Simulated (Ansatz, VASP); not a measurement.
**BP: VASP beside Ansatz**

The input INCAR:

```
SYSTEM = BP
  ALGO = Normal
  EDIFF = 1E-7
  ENCUT = 520
  GGA = PS
  ISIF = 2
  ISMEAR = 0
  LASPH = .TRUE.
  LCHARG = .TRUE.
  LELF = .TRUE.
  LREAL = .FALSE.
  LVHAR = .TRUE.
  LWAVE = .FALSE.
  NBANDS = 11
  NELM = 100
  PREC = Accurate
  SIGMA = 0.01
```

File KPOINTS:

```
k-points
0
G
  8 8 8
  0 0 0
```

File POSCAR:

```
BP
1.0
    2.3052732867      2.3052732867      0.0000000000
   -2.3052732867      2.3052732867      0.0000000000
    0.0000000000      2.3052732867      2.2388744983
B P
1 1
Direct
    0.0000000000      0.0000000000      0.0000000000
    0.7500000000      0.2500000000      0.5000000000
```

Input for Ansatz:

```yaml
crystal:
  lattice:
    - [2.30527328673, 2.30527328673, 0.0]
    - [-2.30527328673, 2.30527328673, 0.0]
    - [0.0, 2.30527328673, 2.23887449833]
  atoms:
    - { symbol: B, position: [0.0, 0.0, 0.0] }
    - { symbol: P, position: [0.75, 0.25, 0.5] }
kpoints:
  mp_grid: { grid: [8, 8, 8] }
scf:
  occupations: { method: fixed }
  convergence: { dr2_threshold: 1.0e-10 }
hamiltonian:
  xc: pbesol
  pseudopotentials: { kind: all_electron, lapw: { basis_error: 0.0005 } }
output:
  forces: true
  stress: true
  eigenstates:
    kpoints:
      - [0.0, 0.0, 0.0]
      - [0.41669625, -0.41669625, 0.0]
      - [0.41669625, 0.41669625, 0.41669625]
      - [0.0, 0.0, 0.41669625]
      - [-0.5, -0.5, -0.5]
      - [-0.5, 0.5, 0.0]
      - [0.0, 0.0, -0.5]
      - [0.0, -0.5, -0.5]
      - [0.0, 0.5, 0.0]
      - [-0.5, 0.0, 0.0]
      - [-0.5, 0.0, -0.5]
  eigenvalues: true
```

Change from the starting cell: film at in-plane strain +0.02.

Alike in both runs: task single point; functional PBEsol; k mesh 8 × 8 × 8; no spin polarisation.

|  | VASP | Ansatz |
| --- | --- | --- |
| version | VASP 6.6.1 | Ansatz 0.2.0 |
| potentials or method | VASP PAW PBE potentials, release 64 (B, P), cutoff 520 eV | all-electron LAPW, scalar-relativistic |
| occupations | gaussian, width 0.01 eV | fixed |

```tsv
	VASP	Ansatz	Ansatz less VASP
gap on the k mesh at the Fermi level (eV)	0.75	0.76	+0.007
pressure (GPa)	-4.7	-4.9	-0.15
traceless stress, the component that is largest in VASP (GPa)	4.83	4.84	+0.006
```

VASP's potentials were made for PBE, not for PBEsol. Ansatz ran all-electron here, and VASP with PAW potentials.
